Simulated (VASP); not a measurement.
Here is a VASP 6.6.1 calculation.

File INCAR:

```
SYSTEM = H18CO9
PREC = Accurate ; ENCUT = 520
EDIFF = 1E-7 ; ISMEAR = -1
SIGMA = 0.05 ; LREAL = Auto
LASPH = .True. ; NELM = 80
ALGO = Normal ; ISIF = 2
LWAVE = .False. ; LCHARG = .False.
GGA = PE ; IVDW = 12
NBANDS = 58
```

Contents of KPOINTS:

```
regular mesh
0
Gamma
  1 1 1
  0 0 0
```

POSCAR

```
H18CO9
1.0
    6.2213620000      0.0000000000      0.0000000000
    0.0000000000      6.2213620000      0.0000000000
    0.0000000000      0.0000000000      6.2213620000
O H C
9 18 1
Direct
    0.4440185284      0.7993747993      0.3356981960
    1.0130900597      0.9409032942      0.1545963729
    0.6135473229      0.8803056308      0.8033932120
    0.8496049579      0.5163338832      0.7941187155
    0.2745861758      0.4212100180      0.5698752138
    0.0680719109      0.4796377385      0.1894761951
    0.7303063220      0.2113363601      0.4587419925
    0.4993279607      0.2445766699      0.0385767618
    0.1644655945     -0.1782246396      0.7133003995
    0.5476775021      0.9126136688      0.4168379850
    0.4550772001      0.8279858976      0.1829020719
    1.1492178079      0.9344095393      0.2270242432
    1.0078982705      0.7851174711      0.1432323019
    0.4749120852      0.9012978187      0.7455923639
    0.6418048009      0.7332478001      0.7877696234
    0.9842539302      0.5811267693      0.8158663650
    0.8465991852      0.4553504522      0.9356150631
    0.3267451725      0.5689268684      0.5347864342
    0.2062570865      0.4471368167      0.7027078636
    0.1272872403      0.4971740915      0.3426259395
    0.2009849290      0.4459473665      0.1197004772
    0.7194405341      0.3064280780      0.5837628481
    0.8506336715      0.3014773935      0.4046059368
    0.4694631176      0.2005670141      0.1867115272
    0.5660818322      0.1082560378     -0.0133411301
    0.1787229227      0.1417213787      0.8285324017
   -0.0793556138     -0.0219083860      0.7726282444
    0.0853350119     -0.0201563580      0.7850853238
```

Potentials or basis: VASP PAW PBE potentials, release 64 (O, H, C).

The run is started by

```bash
$ cat potpaw_PBE.64/O/POTCAR potpaw_PBE.64/H/POTCAR potpaw_PBE.64/C/POTCAR > POTCAR
$ mpirun -np 1 vasp_gam > vasp.out
```

(1) What does it give for the pressure?

(2) What does it give for the largest force?

Answers

(1) 4.0 GPa.

(2) 4.874 eV/Å.

Caveat: the k points lie up to 1.01 Å⁻¹ apart.
